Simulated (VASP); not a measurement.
A run of VASP 6.6.1 is set up as follows.

INCAR

```
SYSTEM = CO
ALGO     = Normal         ! electronic algorithm
EDIFF    = 1E-7           ! SCF threshold, eV
EDIFFG   = -0.04          ! ionic threshold
ENCUT    = 600            ! plane-wave cutoff, eV
GGA      = PE             ! functional
GGA_COMPAT= .FALSE.      
IBRION   = 2              ! ionic algorithm
ISIF     = 3              ! what is computed and relaxed
ISMEAR   = 0              ! smearing method
LASPH    = .TRUE.         ! aspherical terms in the spheres
LCHARG   = .FALSE.        ! write CHGCAR
LREAL    = .FALSE.        ! projectors in reciprocal space
LWAVE    = .FALSE.        ! write WAVECAR
NELM     = 120            ! most SCF steps
NELMIN   = 4            
NSW      = 90             ! ionic steps
PREC     = Accurate       ! precision mode
SIGMA    = 0.1            ! smearing width, eV
```

The input KPOINTS:

```
k-points
0
G
  6 6 4
  0 0 0
```

File POSCAR:

```
CO
1.0
    3.3922278395      0.0000000000      0.0000000000
    0.0000000000      3.3922278395      0.0000000000
    0.0000000000      0.0000000000      4.2863748516
C O
2 2
Direct
    0.0000000000      0.5000000000      0.2351000000
    0.5000000000      0.0000000000      0.7649000000
    0.0000000000      0.0000000000      0.0000000000
    0.5000000000      0.5000000000      0.0000000000
```

Potentials or basis: VASP PAW PBE potentials, release 64 (C, O).

Command:

```sh
$ cat potpaw_PBE.64/C/POTCAR potpaw_PBE.64/O/POTCAR > POTCAR
$ mpirun -np 1 vasp_std > vasp.out
```

(1) Estimate the space group after relaxing (to 0.1 Å).

(2) What does it give for the relaxed cell?

## Answers

(1) P4/nmm (No. 129).

(2) a = 3.120 Å, b = 3.120 Å, c = 3.837 Å, α = 90.00°, β = 90.00°, γ = 90.00°.

Caveat: the k points lie up to 0.41 Å⁻¹ apart in the final cell.
